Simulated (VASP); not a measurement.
# Li2S (Fm-3m) in VASP: further runs

The runs below take Li2S through single point, relaxation of cell and atoms, with PBEsol.

Everything below comes from runs of VASP 6.6.1. Logs are shortened: lines on timing, memory, paths and dates and some standing lists are left out, and cuts for length are marked.

## 1. The cell of the first run

Symmetry: Fm-3m, No. 225, cubic system. The conventional cell has a = 5.612 Å, b = 5.612 Å, c = 5.612 Å, α = 90.00°, β = 90.00°, γ = 90.00°. Within 3.2 Å of Li (site symmetry -43m) lie 4 S at 2.43 Å and 6 Li at 2.81 Å. S (site symmetry m-3m) has 8 Li at 2.43 Å within 3.2 Å.

## 2. Single point, PBEsol

INCAR reads:

```
PREC = Accurate
ENCUT = 750
EDIFF = 1E-6
ISMEAR = 0
SIGMA = 0.01
LREAL = False
LASPH = True
NELM = 120
ALGO = Normal
ISIF = 2
LWAVE = False
LCHARG = False
GGA = PS
NBANDS = 13
GGA_COMPAT = False
```

KPOINTS reads:

```
Automatic mesh
0
Gamma
  8 8 8
```

POSCAR reads:

```
Li2S
1.0
    0.0000000000      2.8058786473      2.8058786473
    2.8058786473      0.0000000000      2.8058786473
    2.8058786473      2.8058786473      0.0000000000
Li S
2 1
Direct
    0.2500000000      0.2500000000      0.2500000000
    0.7500000000      0.7500000000      0.7500000000
    0.0000000000      0.0000000000      0.0000000000
```

Potentials or basis: VASP PAW PBE potentials, release 64 (Li_sv, S).

The run is started by

```
> cat potpaw_PBE.64/Li_sv/POTCAR potpaw_PBE.64/S/POTCAR > POTCAR
> mpirun -np 1 vasp_std > vasp.out
```

OUTCAR:

```text
PREC = Accurate
   ENCUT = 750
   EDIFF = 1E-6
   ISMEAR = 0
   LREAL = False
   LASPH = True
   NELM = 120
   ISIF = 2
   GGA = PS

 ion  position               nearest neighbor table
   1  0.250  0.250  0.250-   3 2.43   3 2.43   3 2.43   3 2.43
   2  0.750  0.750  0.750-   3 2.43   3 2.43   3 2.43   3 2.43
   3  0.000  0.000  0.000-   2 2.43   2 2.43   2 2.43   1 2.43   2 2.43   1 2.43   1 2.43   1 2.43

  LATTYP: Found a face centered cubic cell.
 ALAT       =     5.6117572946

  Lattice vectors:

 A1 = (   0.0000000000,   2.8058786473,   2.8058786473)
 A2 = (   2.8058786473,   0.0000000000,   2.8058786473)
 A3 = (   2.8058786473,   2.8058786473,   0.0000000000)

Analysis of symmetry for initial positions (statically):
=====================================================================
 Subroutine PRICEL returns:
 Original cell was already a primitive cell.

 Routine SETGRP: Setting up the symmetry group for a
 face centered cubic supercell.

 Subroutine GETGRP returns: Found 48 space group operations
 (whereof 48 operations were pure point group operations)
 out of a pool of 48 trial point group operations.

The static configuration has the point symmetry O_h .

Analysis of symmetry for dynamics (positions and initial velocities):
=====================================================================
 Subroutine PRICEL returns:
 Original cell was already a primitive cell.

 Routine SETGRP: Setting up the symmetry group for a
 face centered cubic supercell.

 Subroutine GETGRP returns: Found 48 space group operations
 (whereof 48 operations were pure point group operations)
 out of a pool of 48 trial point group operations.

The dynamic configuration has the point symmetry O_h .

 Subroutine INISYM returns: Found 48 space group operations
 (whereof 48 operations are pure point group operations),
 and found     1 'primitive' translations

----------------------------------------------------------------------------------------

                                     Primitive cell

  volume of cell :      44.1811

  direct lattice vectors                    reciprocal lattice vectors
     0.000000000  2.805878647  2.805878647    -0.178197300  0.178197300  0.178197300
     2.805878647  0.000000000  2.805878647     0.178197300 -0.178197300  0.178197300
     2.805878647  2.805878647  0.000000000     0.178197300  0.178197300 -0.178197300

  length of vectors
     3.968111637  3.968111637  3.968111637     0.308646778  0.308646778  0.308646778

  position of ions in fractional coordinates (direct lattice)
     0.250000000  0.250000000  0.250000000
     0.750000000  0.750000000  0.750000000
     0.000000000  0.000000000  0.000000000

  ion indices of the primitive-cell ions
   primitive index   ion index
                 1           1
                 2           2
                 3           3

----------------------------------------------------------------------------------------

 KPOINTS: Automatic mesh

Automatic generation of k-mesh.
 Grid dimensions read from file:
 generate k-points for:    8    8    8

 Generating k-lattice:

  Cartesian coordinates                     Fractional coordinates (reciprocal lattice)
    -0.022274663  0.022274663  0.022274663     0.125000000  0.000000000  0.000000000
     0.022274663 -0.022274663  0.022274663     0.000000000  0.125000000  0.000000000
     0.022274663  0.022274663 -0.022274663     0.000000000  0.000000000  0.125000000

  Length of vectors
     0.038580847  0.038580847  0.038580847

  Shift w.r.t. Gamma in fractional coordinates (k-lattice)
     0.000000000  0.000000000  0.000000000

 Subroutine IBZKPT returns following result:
 ===========================================

 Found     29 irreducible k-points:

 Following reciprocal coordinates:
            Coordinates               Weight
  0.000000  0.000000  0.000000      1.000000
  0.125000  0.000000  0.000000      8.000000
  0.250000  0.000000  0.000000      8.000000
  0.375000  0.000000  0.000000      8.000000
  0.500000  0.000000  0.000000      4.000000
  0.125000  0.125000  0.000000      6.000000
[... 16 lines left out ...]
  0.500000  0.250000  0.125000     48.000000
 -0.375000  0.250000  0.125000     24.000000
 [... further k-points ...]
   k-points           NKPTS =     29   k-points in BZ     NKDIM =     29   number of bands    NBANDS=     13
   number of dos      NEDOS =    301   number of ions     NIONS =      3
   total plane-waves  NPLWV =  46656
   dimension x,y,z NGX =    36 NGY =   36 NGZ =   36
   dimension x,y,z NGXF=    72 NGYF=   72 NGZF=   72
   ions per type =               2   1
   NGX,Y,Z   is equivalent  to a cutoff of  15.08, 15.08, 15.08 a.u.
   NGXF,Y,Z  is equivalent  to a cutoff of  30.16, 30.16, 30.16 a.u.
 SYSTEM =  unknown system
   PREC   = accura    normal or accurate (medium, high low for compatibility)
   ISTART =      0    job   : 0-new  1-cont  2-samecut
   ICHARG =      2    charge: 1-file 2-atom 10-const
   ISPIN  =      1    spin polarized calculation?
   LNONCOLLINEAR =      F non collinear calculations
   LSORBIT =      F    spin-orbit coupling
   LASPH  =      T    aspherical Exc in radial PAW
   ENCUT  =  750.0 eV  55.12 Ry    7.42 a.u.   8.86  8.86  8.86*2*pi/ulx,y,z
   NELM   =    120;   NELMIN=  2; NELMDL= -5     # of ELM steps
   EDIFF  = 0.1E-05   stopping-criterion for ELM
   LREAL  =      F    real-space projection
   EDIFFG = 0.1E-04   stopping-criterion for IOM
   NSW    =      0    number of steps for IOM
   IBRION =     -1    ionic relax: 0-MD 1-quasi-New 2-CG
   NFREE  =      0    steps in history (QN), initial steepest desc. (CG)
   ISIF   =      2    stress and relaxation
   ISYM   =      2    0-nonsym 1-usesym 2-fastsym
   POTIM  = 0.5000    time-step for ionic-motion
   TEBEG  =    0.0;   TEEND  =   0.0 temperature during run
   PSTRESS=    0.0 pullay stress
   NELECT =      12.0000    total number of electrons
   NUPDOWN=      -1.0000    fix difference up-down
   EMIN   =  10.00;   EMAX   =-10.00  energy-range for DOS
   EFERMI =   0.00;   METHOD = LEGACY
   ISMEAR =     0;   SIGMA  =   0.01  broadening in eV -4-tet -1-fermi 0-gaus
   EFERMI_NEDOS =   21; number of points for ismear=-14 and -15
   IALGO  =     38    algorithm
   IMIX   =      4    mixing-type and parameters
     AMIX     =   0.40;   BMIX     =  1.00
     AMIX_MAG =   1.60;   BMIX_MAG =  1.00
  volume/ion in A,a.u.               =      14.73        99.38
  Fermi-wavevector in a.u.,A,eV,Ry     =   1.060205  2.003496 15.293409  1.124034
  Thomas-Fermi vector in A             =   2.195577
   LORBIT       =      0    0 simple, 1 ext, 2 COOP (PROOUT), +10 PAW based schemes
   GGA     = PS    functional components
   LHFCALC =     F    Hartree Fock is set to
   AEXX    =    0.0000 exact exchange contribution
   IVDW    =     0    specifies the selected vdW correction
   LEPSILON=     F    determine dielectric tensor
   LRPA    =     F    only Hartree local field effects (RPA)
 non-spin polarized calculation
 Gauss-broadening in eV      SIGMA  =   0.01
  energy-cutoff  :      750.00
  volume of cell :       44.18
 maximum number of plane-waves:      2085
   NGX = 17   NGY = 17   NGZ = 17

 number of electron      11.9999996 magnetization

 Free energy of the ion-electron system (eV)
  ---------------------------------------------------
  ext. energy  EPLUGINS =         0.00000000
  ---------------------------------------------------
  free energy    TOTEN  =       -12.37309534 eV

  energy without entropy =      -12.37309534  energy(sigma->0) =      -12.37309534

 E-fermi :   1.8072     XC(G=0):  -8.8145

 val. band max:        1.7002397890   @ k =   0.0000   0.0000   0.0000
 cond. band min:       4.8859405988   @ k =   0.5000   0.5000   0.0000
 fundamental gap:      3.1857008099
 Fermi energy:         1.8072467898

 k-point     1 :       0.0000    0.0000    0.0000
  band No.  band energies     occupation
      1     -41.7114      2.00000
      2     -41.6568      2.00000
      3      -9.4457      2.00000
      4       1.7002      2.00000
      5       1.7002      2.00000
      6       1.7002      2.00000
      7       6.0343      0.00000
      8       7.8655      0.00000
      9       7.8655      0.00000
     10       7.8655      0.00000
     11      12.9536      0.00000
     12      12.9536      0.00000
     13      14.1973      0.00000

 k-point     2 :       0.1250    0.0000    0.0000
  band No.  band energies     occupation
      1     -41.7092      2.00000
      2     -41.6587      2.00000
      3      -9.3840      2.00000
      4       1.0566      2.00000
      5       1.6041      2.00000
      6       1.6041      2.00000
      7       6.4739      0.00000
      8       8.1134      0.00000
      9       8.1134      0.00000
     10       8.2599      0.00000
     11      11.9432      0.00000
     12      11.9432      0.00000
     13      14.3662      0.00000

 k-point     3 :       0.2500    0.0000    0.0000
  band No.  band energies     occupation
      1     -41.7028      2.00000
      2     -41.6642      2.00000
      3      -9.2245      2.00000
      4      -0.1104      2.00000
      5       1.3978      2.00000
      6       1.3978      2.00000
      7       7.1411      0.00000
      8       8.4446      0.00000
      9       8.4446      0.00000
     10       9.1772      0.00000
     11      11.5759      0.00000
     12      11.5759      0.00000
     13      14.8771      0.00000

 k-point     4 :       0.3750    0.0000    0.0000
  band No.  band energies     occupation
      1     -41.6936      2.00000
      2     -41.6727      2.00000
      3      -9.0476      2.00000
      4      -1.0352      2.00000
      5       1.2193      2.00000
      6       1.2193      2.00000
      7       7.6827      0.00000
      8       8.3234      0.00000
      9       8.3234      0.00000
     10       9.9131      0.00000
     11      12.7145      0.00000
     12      12.7145      0.00000
     13      15.5363      0.00000

 k-point     5 :       0.5000    0.0000    0.0000
  band No.  band energies     occupation
      1     -41.6830      2.00000
      2     -41.6829      2.00000
      3      -8.9680      2.00000
      4      -1.3811      2.00000
      5       1.1518      2.00000
      6       1.1518      2.00000
      7       7.9144      0.00000
      8       8.1975      0.00000
      9       8.1975      0.00000
     10      10.1582      0.00000
     11      14.7048      0.00000
     12      14.7049      0.00000
     13      14.9031      0.00000
[... 257 lines left out ...]
 k-point    22 :       0.3750    0.2500    0.1250
  band No.  band energies     occupation
      1     -41.6987      2.00000
      2     -41.6677      2.00000
      3      -9.1040      2.00000
      4      -0.2385      2.00000
      5       0.6264      2.00000
      6       1.1387      2.00000
      7       7.1172      0.00000
      8       8.7405      0.00000
      9       8.8326      0.00000
     10       9.8659      0.00000
     11      10.8435      0.00000
     12      14.0524      0.00000
     13      16.5790      0.00000

 k-point    23 :       0.5000    0.2500    0.1250
  band No.  band energies     occupation
      1     -41.6913      2.00000
      2     -41.6745      2.00000
      3      -8.9587      2.00000
      4      -0.8161      2.00000
      5       0.3842      2.00000
      6       0.8791      2.00000
      7       7.3651      0.00000
      8       8.5129      0.00000
      9       9.7498      0.00000
     10      10.2132      0.00000
     11      11.8175      0.00000
     12      14.2826      0.00000
     13      15.7118      0.00000

 k-point    24 :      -0.3750    0.2500    0.1250
  band No.  band energies     occupation
      1     -41.6828      2.00000
      2     -41.6827      2.00000
      3      -8.8944      2.00000
      4      -1.0669      2.00000
      5       0.3677      2.00000
      6       0.7179      2.00000
      7       7.4807      0.00000
      8       8.3896      0.00000
      9      10.1357      0.00000
     10      10.8026      0.00000
     11      12.1733      0.00000
     12      13.5281      0.00000
     13      15.3266      0.00000

 [... further k-points ...]

------------------------ aborting loop because EDIFF is reached ----------------------------------------

  FORCE on cell =-STRESS in cart. coord.  units (eV):
  Direction    XX          YY          ZZ          XY          YZ          ZX
  --------------------------------------------------------------------------------------
  -------------------------------------------------------------------------------------
  Total        0.2679506      0.2679506      0.2679506     -0.0000000     -0.0000000     -0.0000000
  in kB        9.7169193      9.7169193      9.7169193     -0.0000000     -0.0000000     -0.0000000
  external PRESSURE =       9.7169193 kB  Pullay stress =       0.0000000 kB

 VOLUME and BASIS-vectors are now :
 -----------------------------------------------------------------------------
  energy-cutoff  :      750.00
  volume of cell :       44.18
      direct lattice vectors                 reciprocal lattice vectors
     0.000000000  2.805878647  2.805878647    -0.178197300  0.178197300  0.178197300
     2.805878647  0.000000000  2.805878647     0.178197300 -0.178197300  0.178197300
     2.805878647  2.805878647  0.000000000     0.178197300  0.178197300 -0.178197300

 POSITION                                       TOTAL-FORCE (eV/Angst)
 -----------------------------------------------------------------------------------
      1.40294      1.40294      1.40294        -0.000000     -0.000000     -0.000000
      4.20882      4.20882      4.20882         0.000000      0.000000      0.000000
      0.00000      0.00000      0.00000         0.000000      0.000000     -0.000000
 -----------------------------------------------------------------------------------
    total drift:                                0.000000      0.000000      0.000000

  FREE ENERGIE OF THE ION-ELECTRON SYSTEM (eV)
  ---------------------------------------------------
  free  energy   TOTEN  =       -12.3730953387 eV

  energy  without entropy=      -12.3730953387  energy(sigma->0) =      -12.37309534
```

Wall time 32 s (1 thread of AMD EPYC 7R13, shared host); peak memory 0.17 GiB.

Results:

```yaml
Free_energy: -12.3731 eV
Pressure: 1.0 GPa
Band_gap_on_the_k_mesh: 3.19 eV (least direct gap 4.33 eV)
```

Caveat: the PAW data sets were made with another functional, which shifts forces and pressure a little.

## 3. Relaxation of cell and atoms, PBEsol, target pressure 1 GPa, at which the enthalpy is minimised

This run uses another cell than the first one, of 15.07 Å³/atom.

INCAR reads:

```
  PREC = Accurate
  ENCUT = 750
  EDIFF = 1E-7
  ISMEAR = 0
  SIGMA = 0.01
  LREAL = False
  LASPH = True
  NELM = 120
  ALGO = Normal
  ISIF = 3
  LWAVE = False
  LCHARG = False
  GGA = PS
  IBRION = 2
  NSW = 100
  EDIFFG = -0.002
  PSTRESS = 10.0
  GGA_COMPAT = False
  NELMIN = 4
```

KPOINTS is that of step 2.

POSCAR reads:

```
Li2S
1.0
    0.0000000000      2.8273111174      2.8273111174
    2.8273111174      0.0000000000      2.8273111174
    2.8273111174      2.8273111174      0.0000000000
Li S
2 1
Direct
    0.2500000000      0.2500000000      0.2500000000
    0.7500000000      0.7500000000      0.7500000000
    0.0000000000      0.0000000000      0.0000000000
```

Potentials or basis: VASP PAW PBE potentials, release 64 (Li_sv, S).

The run is started by

```
> cat potpaw_PBE.64/Li_sv/POTCAR potpaw_PBE.64/S/POTCAR > POTCAR
> mpirun -np 1 vasp_std > vasp.out
```

OUTCAR:

```text
PREC = Accurate
   ENCUT = 750
   EDIFF = 1E-7
   ISMEAR = 0
   LREAL = False
   LASPH = True
   NELM = 120
   ISIF = 3
   GGA = PS
   IBRION = 2
   NSW = 100
   EDIFFG = -0.002
   PSTRESS = 10.0
   NELMIN = 4

 ion  position               nearest neighbor table
   1  0.250  0.250  0.250-   3 2.45   3 2.45   3 2.45   3 2.45
   2  0.750  0.750  0.750-   3 2.45   3 2.45   3 2.45   3 2.45
   3  0.000  0.000  0.000-   2 2.45   2 2.45   2 2.45   1 2.45   1 2.45   1 2.45   2 2.45   1 2.45

  LATTYP: Found a face centered cubic cell.
 ALAT       =     5.6546222348

  Lattice vectors:

 A1 = (   0.0000000000,   2.8273111174,   2.8273111174)
 A2 = (   2.8273111174,   0.0000000000,   2.8273111174)
 A3 = (   2.8273111174,   2.8273111174,   0.0000000000)

Analysis of symmetry for initial positions (statically):
[... 269 lines left out ...]
 Fermi energy:         1.7911416067

 k-point     1 :       0.0000    0.0000    0.0000
  band No.  band energies     occupation
      1     -41.7121      2.00000
      2     -41.6576      2.00000
      3      -9.4470      2.00000
      4       1.6983      2.00000
      5       1.6983      2.00000
      6       1.6983      2.00000
      7       6.0318      0.00000
      8       7.8640      0.00000
      9       7.8640      0.00000
     10       7.8640      0.00000
[... 287 lines left out ...]
 k-point    24 :      -0.3750    0.2500    0.1250
  band No.  band energies     occupation
      1     -41.6835      2.00000
      2     -41.6834      2.00000
      3      -8.8960      2.00000
      4      -1.0680      2.00000
      5       0.3661      2.00000
      6       0.7164      2.00000
      7       7.4790      0.00000
      8       8.3872      0.00000
      9      10.1331      0.00000
     10      10.7999      0.00000

 [... further k-points ...]

------------------------ aborting loop because EDIFF is reached ----------------------------------------

  FORCE on cell =-STRESS in cart. coord.  units (eV):
  Direction    XX          YY          ZZ          XY          YZ          ZX
  --------------------------------------------------------------------------------------
  -------------------------------------------------------------------------------------
  Total        0.2750616      0.2750616      0.2750616      0.0000000      0.0000000      0.0000000
  in kB        9.9724845      9.9724845      9.9724845      0.0000000      0.0000000      0.0000000
  external PRESSURE =      -0.0275155 kB  Pullay stress =      10.0000000 kB
[... 22 lines left out ...]
  energy  without entropy=      -12.3738393036  energy(sigma->0) =      -12.37383930

  enthalpy is  TOTEN    =       -12.0980187600 eV   P V=        0.2758205436

 reached required accuracy - stopping structural energy minimisation
```

OSZICAR:

```text
N       E                     dE             d eps       ncg     rms          rms(c)
DAV:   1     0.474078397172E+02    0.47408E+02   -0.69384E+03   580   0.149E+03
DAV:   2    -0.682614422125E+01   -0.54234E+02   -0.51536E+02   732   0.236E+02
DAV:   3    -0.123384982723E+02   -0.55124E+01   -0.54976E+01   980   0.607E+01
[... 24 lines left out ...]
DAV:   3    -0.123738735589E+02    0.36021E-03   -0.12036E-03   650   0.220E-01    0.974E-02
DAV:   4    -0.123738430367E+02    0.30522E-04   -0.68985E-05   996   0.638E-02    0.428E-02
DAV:   5    -0.123738399958E+02    0.30409E-05   -0.17684E-05  1092   0.316E-02    0.168E-02
DAV:   6    -0.123738393313E+02    0.66453E-06   -0.99411E-07   676   0.119E-02    0.545E-03
DAV:   7    -0.123738393036E+02    0.27719E-07   -0.33451E-07   616   0.456E-03
   3 F= -.12098019E+02 E0= -.12098019E+02  d E =-.325657E-02
```

It took 66 s on 1 thread of AMD EPYC 7R13, shared host; peak memory 0.18 GiB.

Results:

```
Free energy                                                : -12.3738 eV
Relaxed volume                                             : 14.73 Å³/atom
Relaxed cell                                               : a = 3.968 Å, b = 3.968 Å, c = 3.968 Å, α = 60.00°, β = 60.00°, γ = 60.00°
Space group after relaxing (to 0.1 Å)                      : Fm-3m (No. 225)
Energy change on relaxing (the run minimises the enthalpy) : +1.0 meV/atom
Ionic steps                                                : 3
Pressure after relaxing                                    : 1.0 GPa
Band gap on the k mesh                                     : 3.19 eV (least direct gap 4.33 eV)
```

The path:
```
step  energy change (eV)  largest force (eV/Å)  pressure (GPa)  volume (Å³)
   1              0.0000                0.0000           -0.01        45.20
   2              0.0011                0.0000            0.59        44.58
   3              0.0030                0.0000            1.00        44.19
```

Final structure:
```cif
data_structure
_symmetry_space_group_name_H-M 'P 1'
_symmetry_Int_Tables_number 1
_cell_length_a 3.9684
_cell_length_b 3.9684
_cell_length_c 3.9684
_cell_angle_alpha 60.000
_cell_angle_beta 60.000
_cell_angle_gamma 60.000
_cell_volume 44.19
loop_
_atom_site_label
_atom_site_type_symbol
_atom_site_fract_x
_atom_site_fract_y
_atom_site_fract_z
_atom_site_occupancy
Li1 Li 0.25000 0.25000 0.25000 1
Li2 Li 0.75000 0.75000 0.75000 1
S1 S 0.00000 0.00000 0.00000 1
```

Caveat: the cell is relaxed towards a set pressure, so the run minimises the enthalpy, not the energy; the PAW data sets were made with another functional, which shifts forces and pressure a little. A k mesh can miss the band edges.

(Part 1 of 2 ends here.)
